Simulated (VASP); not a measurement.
# Ta in VASP: notebook

Ta is run at these levels: LDA; tasks: relaxation of the atoms, single point.

All numbers are computed with VASP 6.6.1; they aren't measurements. Logs are shortened: lines on timing, memory, paths and dates and some standing lists are left out, and cuts for length are marked.

## 1. The cell of the first run

The cell holds a slab with vacuum, 4 atoms: a = 3.253 Å, b = 3.253 Å, c = 18.879 Å, α = 90.00°, β = 90.00°, γ = 90.00°.

## 2. Relaxation of the atoms, LDA

Contents of INCAR:

```
PREC = Accurate ; ENCUT = 520
EDIFF = 1E-6 ; ISMEAR = 0
SIGMA = 0.1 ; LREAL = False
LASPH = True ; NELM = 100
ALGO = Normal ; ISIF = 2
LWAVE = False ; LCHARG = False
LDIPOL = True ; IDIPOL = 3
DIPOL = 0.5 0.5 0.500 ; IBRION = 2
NSW = 70 ; EDIFFG = -0.03
```

Contents of KPOINTS:

```
Automatic mesh
0
Gamma
  9 9 1
```

Contents of POSCAR:

```
Ta
1.0
    3.2528501152      0.0000000000      0.0000000000
    0.0000000000      3.2528501152      0.0000000000
    0.0000000000      0.0000000000     18.8792751727
Ta
4
Selective dynamics
Direct
    0.5000000000      0.5000000000      0.3707769465  F F F
    0.0000000000      0.0000000000      0.4569256488  F F F
    0.5000000000      0.5000000000      0.5430743512  T T T
    0.0000000000      0.0000000000      0.6292230535  T T T
```

Potentials or basis: VASP PAW LDA potentials, release 64 (Ta_pv).

Command:

```sh
> cat potpaw_LDA.64/Ta_pv/POTCAR > POTCAR
> mpirun -np 1 vasp_std > vasp.out
```

OUTCAR:

```text
PREC = Accurate
   ENCUT = 520
   EDIFF = 1E-6
   ISMEAR = 0
   LREAL = False
   LASPH = True
   NELM = 100
   ISIF = 2
   IBRION = 2
   NSW = 70
   EDIFFG = -0.03

 ion  position               nearest neighbor table
   1  0.500  0.500  0.371-   2 2.82   2 2.82   2 2.82   2 2.82   3 3.25
   2  0.000  0.000  0.457-   1 2.82   1 2.82   1 2.82   1 2.82   3 2.82   3 2.82   3 2.82   3 2.82
                             4 3.25
   3  0.500  0.500  0.543-   4 2.82   4 2.82   4 2.82   4 2.82   2 2.82   2 2.82   2 2.82   2 2.82
                             1 3.25
   4  0.000  0.000  0.629-   3 2.82   3 2.82   3 2.82   3 2.82   2 3.25

  LATTYP: Found a simple tetragonal cell.
 ALAT       =     3.2528501152
 C/A-ratio  =     5.8039179501

  Lattice vectors:

 A1 = (   3.2528501152,   0.0000000000,   0.0000000000)
 A2 = (   0.0000000000,   3.2528501152,   0.0000000000)
 A3 = (   0.0000000000,   0.0000000000,  18.8792751727)

Analysis of symmetry for initial positions (statically):
=====================================================================
 Subroutine PRICEL returns:
 Original cell was already a primitive cell.

 Routine SETGRP: Setting up the symmetry group for a
 simple tetragonal supercell.

 Subroutine GETGRP returns: Found 16 space group operations
 (whereof  8 operations were pure point group operations)
 out of a pool of 16 trial point group operations.

The static configuration has the point symmetry C_4v.
 The point group associated with its full space group is D_4h.

Analysis of symmetry for dynamics (positions and initial velocities):
=====================================================================
 Subroutine PRICEL returns:
 Original cell was already a primitive cell.

 Routine SETGRP: Setting up the symmetry group for a
 simple tetragonal supercell.

 Subroutine GETGRP returns: Found 16 space group operations
 (whereof  8 operations were pure point group operations)
 out of a pool of 16 trial point group operations.

The dynamic configuration has the point symmetry C_4v.
 The point group associated with its full space group is D_4h.

Analysis of constrained symmetry for selective dynamics:
[... 146 lines left out ...]
 number of electron      44.0000009 magnetization

 Free energy of the ion-electron system (eV)
  ---------------------------------------------------
  ext. energy  EPLUGINS =         0.00000000
  ---------------------------------------------------
  free energy    TOTEN  =       -47.02335050 eV

  energy without entropy =      -46.99146243  energy(sigma->0) =      -47.00740646

------------------------ aborting loop because EDIFF is reached ----------------------------------------

  FORCE on cell =-STRESS in cart. coord.  units (eV):
  Direction    XX          YY          ZZ          XY          YZ          ZX
  --------------------------------------------------------------------------------------
  -------------------------------------------------------------------------------------
  Total       -6.8404450     -6.8404450     -3.6879160      0.0000000      0.0000000      0.0000000
  in kB      -54.8632483    -54.8632483    -29.5786389      0.0000000      0.0000000      0.0000000
  external PRESSURE =     -46.4350452 kB  Pullay stress =       0.0000000 kB
[... 133 lines left out ...]
  FREE ENERGIE OF THE ION-ELECTRON SYSTEM (eV)
  ---------------------------------------------------
  free  energy   TOTEN  =       -47.0877077460 eV

  energy  without entropy=      -47.0614428974  energy(sigma->0) =      -47.07457532

 dipolmoment           0.000000      0.000000      0.001715 electrons x Angstroem

--------------------------------------- Ionic step        5  -------------------------------------------

 number of electron      44.0000009 magnetization

------------------------ aborting loop because EDIFF is reached ----------------------------------------

 vacuum level on the upper side and lower side of the slab       (xc-potential included)        -0.101         0.085

  FORCE on cell =-STRESS in cart. coord.  units (eV):
  Direction    XX          YY          ZZ          XY          YZ          ZX
  --------------------------------------------------------------------------------------
  -------------------------------------------------------------------------------------
  Total       -4.4226591     -4.4226591     -1.1872823      0.0000000      0.0000000      0.0000000
  in kB      -35.4715876    -35.4715876     -9.5225040      0.0000000      0.0000000      0.0000000
  external PRESSURE =     -26.8218931 kB  Pullay stress =       0.0000000 kB
[... 63 lines left out ...]
--------------------------------------- Ionic step        7  -------------------------------------------

 number of electron      44.0000009 magnetization

 dipolmoment           0.000000      0.000000     -0.009810 electrons x Angstroem

 Free energy of the ion-electron system (eV)
  ---------------------------------------------------
  ext. energy  EPLUGINS =         0.00000000
  ---------------------------------------------------
  free energy    TOTEN  =       -47.09882974 eV

  energy without entropy =      -47.07276509  energy(sigma->0) =      -47.08579741

 E-fermi :  -0.3823     XC(G=0):  -5.7987

 val. band max:       -0.3936258748   @ k =   0.1111   0.0000   0.0000
 cond. band min:      -0.3715532311   @ k =   0.0000   0.0000   0.0000
 fundamental gap:      0.0220726437
 Fermi energy:        -0.3822724653

 k-point     1 :       0.0000    0.0000    0.0000
  band No.  band energies     occupation
      1     -35.0566      2.00000
      2     -34.9276      2.00000
      3     -34.8676      2.00000
      4     -34.8676      2.00000
      5     -34.7596      2.00000
      6     -34.7596      2.00000
[... 424 lines left out ...]
     25       1.7705      0.00000
     26       1.8630      0.00000

------------------------ aborting loop because EDIFF is reached ----------------------------------------

 vacuum level on the upper side and lower side of the slab       (xc-potential included)        -0.090        -0.021

  FORCE on cell =-STRESS in cart. coord.  units (eV):
  Direction    XX          YY          ZZ          XY          YZ          ZX
  --------------------------------------------------------------------------------------
  -------------------------------------------------------------------------------------
  Total       -4.5609335     -4.5609335     -1.2741541      0.0000000      0.0000000      0.0000000
  in kB      -36.5806064    -36.5806064    -10.2192521      0.0000000      0.0000000      0.0000000
  external PRESSURE =     -27.7934883 kB  Pullay stress =       0.0000000 kB
[... 19 lines left out ...]
  FREE ENERGIE OF THE ION-ELECTRON SYSTEM (eV)
  ---------------------------------------------------
  free  energy   TOTEN  =       -47.0988297422 eV

  energy  without entropy=      -47.0727650856  energy(sigma->0) =      -47.08579741

 reached required accuracy - stopping structural energy minimisation

 vacuum level on the upper side and lower side of the slab         3.699         3.760
```

OSZICAR:

```text
N       E                     dE             d eps       ncg     rms          rms(c)
DAV:   1     0.329599388019E+03    0.32960E+03   -0.25331E+04  1028   0.148E+03
DAV:   2    -0.369355166783E+02   -0.36653E+03   -0.36226E+03   948   0.371E+02
DAV:   3    -0.520679663536E+02   -0.15132E+02   -0.14829E+02   984   0.654E+01
[... 94 lines left out ...]
DAV:   3    -0.470988675210E+02    0.48340E-03   -0.60138E-03  1054   0.401E-01    0.455E-02
DAV:   4    -0.470988371235E+02    0.30397E-04   -0.44251E-04  1008   0.122E-01    0.201E-02
DAV:   5    -0.470988293872E+02    0.77363E-05   -0.12351E-04  1004   0.713E-02    0.105E-02
DAV:   6    -0.470988291297E+02    0.25751E-06   -0.13123E-05   912   0.227E-02    0.414E-03
DAV:   7    -0.470988297422E+02   -0.61250E-06   -0.13209E-06   552   0.762E-03
   7 F= -.47098830E+02 E0= -.47085797E+02  d E =-.712300E-03
```

It took 5.2 min on 1 thread of AMD EPYC 7R13 (Zen 3), shared host; peak memory 0.21 GiB.

Results:

```
Free energy               : -47.0988 eV
Energy gained by relaxing : 18.9 meV/atom
Ionic steps               : 7
Band gap on the k mesh    : zero (bands 22 and 23 overlap by 0.39 eV)
```

Step by step:
| step | energy change (eV) | largest force on free atoms (eV/Å) | pressure (GPa) |
| --- | --- | --- | --- |
| 1 | 0.0000 | 0.9471 | -4.64 |
| 2 | -0.0439 | 0.5636 | -4.09 |
| 3 | -0.0553 | 0.3864 | -3.56 |
| 4 | -0.0644 | 0.3168 | -3.32 |
| 5 | -0.0748 | 0.1238 | -2.68 |
| 6 | -0.0754 | 0.0406 | -2.82 |
| 7 | -0.0755 | 0.0033 | -2.78 |

Final structure:
```
Ta
1.0
     3.25285    0.00000    0.00000
     0.00000    3.25285    0.00000
     0.00000    0.00000   18.87928
Ta
4
Direct
  0.50000 0.50000 0.37078
  0.00000 0.00000 0.45693
  0.50000 0.50000 0.54249
  0.00000 0.00000 0.62105
```

Caveat: spin-orbit coupling is left out, which moves the levels of the heavy elements.

(Part 1 of 3 ends here.)
